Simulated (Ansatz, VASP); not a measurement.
One calculation of TiSi, two programs

The input INCAR:

```
SYSTEM = TiSi
PREC     = Accurate       ! precision mode
ENCUT    = 520            ! plane-wave cutoff, eV
EDIFF    = 1E-6           ! SCF threshold, eV
ISMEAR   = 0              ! smearing method
SIGMA    = 0.15           ! smearing width, eV
LREAL    = .FALSE.        ! projectors in reciprocal space
LASPH    = .TRUE.         ! aspherical terms in the spheres
NELM     = 100            ! most SCF steps
ALGO     = Normal         ! electronic algorithm
ISIF     = 2              ! what is computed and relaxed
LWAVE    = .FALSE.        ! write WAVECAR
LCHARG   = .FALSE.        ! write CHGCAR
GGA      = PS             ! functional
NBANDS   = 15             ! bands
```

The input KPOINTS:

```
Automatic mesh
0
G
  18 18 12
  0 0 0
```

POSCAR

```
TiSi
1.0
    1.8161780000     -2.1176240000      0.0000000000
    1.8161780000      2.1176240000      0.0000000000
    0.0000000000      0.0000000000      3.8039340000
Ti Si
1 1
Direct
    0.5000000000      0.5000000000      0.0000000000
    0.0000000000      0.0000000000      0.5000000000
```

Input for Ansatz:

```yaml
crystal:
  lattice:
    - [1.816178, -2.117624, 0.0]
    - [1.816178, 2.117624, 0.0]
    - [0.0, 0.0, 3.803934]
  atoms:
    - { symbol: Ti, position: [0.5, 0.5, 0.0] }
    - { symbol: Si, position: [0.0, 0.0, 0.5] }
basis:
  ecutwfc: 420
kpoints:
  mp_grid: { grid: [18, 18, 12] }
hamiltonian:
  xc: pbesol
scf:
  occupations: { method: gaussian, width: 0.15 }
output:
  forces: true
  stress: true
  eigenvalues: true
  write_density: true
  write_potential: true
  elf: true
  volumetric_format: npy
```

Alike in both runs: task single point; functional PBEsol; k mesh 18 × 18 × 12; occupations gaussian, width 0.15 eV; no spin polarisation.

|  | VASP | Ansatz |
| --- | --- | --- |
| version | VASP 6.6.1 | Ansatz 0.2.0 |
| potentials or method | VASP PAW PBE potentials, release 64 (Ti_sv, Si), cutoff 520 eV | scalar-relativistic, plane waves, PAW |
| valence electrons in the cell | 16 | 16 |

```tsv
	VASP	Ansatz	Ansatz less VASP
gap on the k mesh at the Fermi level (eV)	none	none	-
pressure (GPa)	-4.3	-4.3	-0.05
traceless stress, the component that is largest in VASP (GPa)	0.41	0.35	-0.062
```

VASP's potentials were made for PBE, not for PBEsol. A gap of «none» marks a metal or a gap that the smearing closes.
